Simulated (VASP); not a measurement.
KTaO3, 5 atoms in the cell. It takes space group Pm-3m (No. 221, cubic). Conventional cell: a = 3.907 Å, b = 3.907 Å, c = 3.907 Å, α = 90.00°, β = 90.00°, γ = 90.00°. K (site symmetry m-3m) has 12 O at 2.76 Å and 8 Ta at 3.38 Å within 3.6 Å. Ta (site symmetry m-3m) has 6 O at 1.95 Å within 2.6 Å. O (site symmetry 4/mmm) has 2 Ta at 1.95 Å within 2.6 Å.  This cell differs from its parent crystal: volume scaled by 0.94.

```yaml
Program: VASP 6.6.1
Task: single point
Functional: LDA
Potentials_or_basis: VASP PAW LDA potentials, release 64 (K_sv, Ta_pv, O)
Cutoff: 600 eV
k_mesh: 5 × 5 × 5
Occupations: fermi-dirac, width 0.01 eV
Spin: no spin polarisation
Dipole_correction: no
Further_INCAR_settings: ALGO = Normal; EDIFF = 1e-06; NBANDS = 27
```

Potentials or basis: VASP PAW LDA potentials, release 64 (K_sv, Ta_pv, O).

Command:

```console
$ cat potpaw_LDA.64/K_sv/POTCAR potpaw_LDA.64/Ta_pv/POTCAR potpaw_LDA.64/O/POTCAR > POTCAR
$ mpirun -np 1 vasp_std > vasp.out
```

Hardware: 1 thread of Intel(R) Xeon(R) Platinum 8488C (Sapphire Rapids) (shared host).

Question: How long does it take, and how much memory?

Answer: It took 14 s on 1 thread of Intel(R) Xeon(R) Platinum 8488C (Sapphire Rapids), with other jobs on the host, peak memory 0.16 GiB. Counts: scf iterations 13, k points 10.
